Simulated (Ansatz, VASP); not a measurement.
**Si: VASP beside Ansatz**

```
CELL_PARAMETERS angstrom
2.59267 0.00000 0.00000
-1.29633 2.24531 0.00000
0.00000 0.00000 2.43466
ATOMIC_POSITIONS crystal
Si 0.00000 0.00000 0.00000
```

Alike in both runs: task single point; functional PBEsol; k mesh 15 × 15 × 14; occupations fermi-dirac, width 0.15 eV; no spin polarisation.

|  | VASP | Ansatz |
| --- | --- | --- |
| version | VASP 6.6.1 | Ansatz 0.2.0 |
| potentials or method | VASP PAW PBE potentials, release 64 (Si), cutoff 500 eV | plane waves, PAW |
| valence electrons in the cell | 4 | 4 |

|  | VASP | Ansatz | Ansatz less VASP |
| --- | --- | --- | --- |
| pressure (GPa) | 5.5 | 5.3 | -0.17 |
| traceless stress, the component that is largest in VASP (GPa) | -1.55 | -1.60 | -0.052 |

VASP's potentials were made for PBE, not for PBEsol.
